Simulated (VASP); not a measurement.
Input of a VASP 6.6.1 run:

Contents of INCAR:

```
SYSTEM = Co
  ALGO = Normal
  EDIFF = 1E-6
  ENCUT = 520
  GGA = RP
  ISIF = 2
  ISMEAR = -1
  ISPIN = 2
  LASPH = .True.
  LCHARG = .False.
  LMAXMIX = 4
  LORBIT = 11
  LREAL = .False.
  LWAVE = .False.
  MAGMOM = 1.7 1.7
  NBANDS = 20
  NELM = 150
  PREC = Accurate
  SIGMA = 0.05
```

Contents of KPOINTS:

```
k-points
0
Gamma
  14 14 8
  0 0 0
```

POSCAR

```
Co
1.0
    2.5192509300      0.0000000000      0.0000000000
   -1.2596254650      2.1817353039      0.0000000000
    0.0000000000      0.0000000000      4.0694449721
Co
2
Direct
    0.3333333333      0.6666666667      0.2500000000
    0.6666666667      0.3333333333      0.7500000000
```

Potentials or basis: VASP PAW PBE potentials, release 64 (Co).

Command:

```console
$ cat potpaw_PBE.64/Co/POTCAR > POTCAR
$ mpirun -np 1 vasp_std > vasp.out
```

**Question.** Predict the net moment.

**Answer.** 3.27 μB per cell.

**Question.** What does it give for the pressure?

**Answer.** -0.7 GPa.

**Question.** Predict the site moments.

**Answer.** Co +1.67 μB.

Stress tensor (GPa, compression positive):
```
-0.64  0.00  0.00
 0.00 -0.64  0.00
 0.00  0.00 -0.88
```

Caveat: the PAW data sets were made with another functional, which shifts forces and pressure a little.
